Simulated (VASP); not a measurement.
Here is a VASP 6.6.1 calculation.

File INCAR:

```
PREC = Accurate ; ENCUT = 520
EDIFF = 1E-7 ; ISMEAR = 0
SIGMA = 0.1 ; LREAL = F
LASPH = T ; NELM = 60
ALGO = Normal ; ISIF = 2
LWAVE = F ; LCHARG = F
GGA = PE ; NBANDS = 32
```

File KPOINTS:

```
regular mesh
0
Gamma
  4 8 6
```

POSCAR

```
Be2Se
1.0
    7.6991044298      0.0000000000      0.0000000000
    0.0000000000      3.7584051556      0.0000000000
    0.0000000000      0.0000000000      5.9063990120
Be Se
8 4
Direct
    0.4777685914      0.2500000000      0.4183059993
    0.0222314086      0.7500000000      0.9183059993
    0.5222314086      0.7500000000      0.5816940007
    0.9777685914      0.2500000000      0.0816940007
    0.5214365708      0.7500000000      0.2080848384
    0.0214365708      0.7500000000      0.2919151616
    0.4785634292      0.2500000000      0.7919151616
    0.9785634292      0.2500000000      0.7080848384
    0.8320468442      0.7500000000      0.6002214275
    0.6679531558      0.2500000000      0.1002214275
    0.1679531558      0.2500000000      0.3997785725
    0.3320468442      0.7500000000      0.8997785725
```

Potentials or basis: VASP PAW PBE potentials, release 64 (Be, Se).

Launch:

```bash
$ cat potpaw_PBE.64/Be/POTCAR potpaw_PBE.64/Se/POTCAR > POTCAR
$ mpirun -np 1 vasp_std > vasp.out
```

Question: Predict the pressure.

Answer: 0.1 GPa.

Question: Estimate the band gap on the k mesh.

Answer: Zero (band 20 reaches 5.57 eV, above the bottom of band 21 at 5.33 eV).

Question: What does it give for the largest force?

Answer: 0.016 eV/Å.

Forces in eV/Å, atoms in the order of the input:
```
Be  -0.003  0.000 -0.002
Be   0.003  0.000 -0.002
Be   0.003  0.000  0.002
Be  -0.003  0.000  0.002
Be  -0.007  0.000  0.007
Be  -0.007  0.000 -0.007
Be   0.007  0.000 -0.007
Be   0.007  0.000  0.007
Se  -0.015  0.000 -0.004
Se   0.015  0.000 -0.004
Se   0.015  0.000  0.004
Se  -0.015  0.000  0.004
```
